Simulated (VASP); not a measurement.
Here is a VASP 6.6.1 calculation.

Contents of INCAR:

```
PREC = Accurate
ENCUT = 500
EDIFF = 1E-6
ISMEAR = -1
SIGMA = 0.1
LREAL = F
LASPH = T
NELM = 120
ALGO = Normal
ISIF = 2
LWAVE = F
LCHARG = F
GGA = PE
NBANDS = 15
GGA_COMPAT = F
```

The input KPOINTS:

```
Automatic mesh
0
Gamma
  13 13 13
```

Contents of POSCAR:

```
RbCl
1.0
    0.0000000000      2.9735578414      2.9735578414
    2.9735578414      0.0000000000      2.9735578414
    2.9735578414      2.9735578414      0.0000000000
Rb Cl
1 1
Direct
    0.0000000000      0.0000000000      0.0000000000
    0.5000000000      0.5000000000      0.5000000000
```

Potentials or basis: VASP PAW PBE potentials, release 64 (Rb_sv, Cl).

Run with:

```bash
$ cat potpaw_PBE.64/Rb_sv/POTCAR potpaw_PBE.64/Cl/POTCAR > POTCAR
$ mpirun -np 1 vasp_std > vasp.out
```

(1) What does it give for the band gap on the k mesh?

(2) What does it give for the pressure?

## Answers

(1) 5.76 eV (least direct gap 5.76 eV).

(2) 12.5 GPa.

Caveat: the cell stands under pressure; an odd mesh through Γ misses points on the zone boundary, where band edges can lie.
